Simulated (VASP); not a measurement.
**Y: single point with PBEsol**

The system is Y.

```
Y
1.0
     3.59574    0.00000    0.00000
    -1.79787    3.11400    0.00000
     0.00000    0.00000    5.58510
Y
2
Direct
  0.33333 0.66667 0.75000
  0.66667 0.33333 0.25000
```

```yaml
Program: VASP 6.6.1
Task: single point
Functional: PBEsol
Potentials_or_basis: VASP PAW PBE potentials, release 64 (Y_sv)
Cutoff: 520 eV
k_mesh: 14 × 14 × 8
Occupations: gaussian, width 0.05 eV
Spin: no spin polarisation
```

- Pressure: -0.1 GPa
- Band gap on the k mesh: zero (band 11 reaches 4.25 eV, above the bottom of band 12 at 2.65 eV)

Stress tensor (GPa, compression positive):
```
-0.04  0.00  0.00
 0.00 -0.04  0.00
 0.00  0.00 -0.22
```

Levels at points of the mesh, in eV from the Fermi level:
| k point | band 8 | band 9 | band 10 | band 11 | band 12 | band 13 | band 14 | band 15 |
| --- | --- | --- | --- | --- | --- | --- | --- | --- |
| (0.00, 0.00, 0.00) | -22.12 | -4.77 | -1.93 | 1.13 | 1.77 | 1.77 | 2.18 | 2.44 |
| (0.50, 0.00, 0.00) | -22.23 | -1.70 | -1.28 | -0.87 | -0.04 | 1.45 | 1.52 | 2.21 |
| (0.00, 0.00, 0.50) | -22.22 | -3.25 | -3.25 | 1.02 | 1.02 | 1.67 | 1.67 | 1.67 |
| (0.50, 0.00, 0.50) | -22.30 | -1.73 | -1.73 | 0.08 | 0.08 | 1.52 | 1.52 | 2.85 |

It took 2 min on 1 thread of Intel(R) Xeon(R) Platinum 8488C (Sapphire Rapids), with other jobs on the host, peak memory 0.27 GiB.

Caveat: the PAW data sets were made with another functional, which shifts forces and pressure a little.
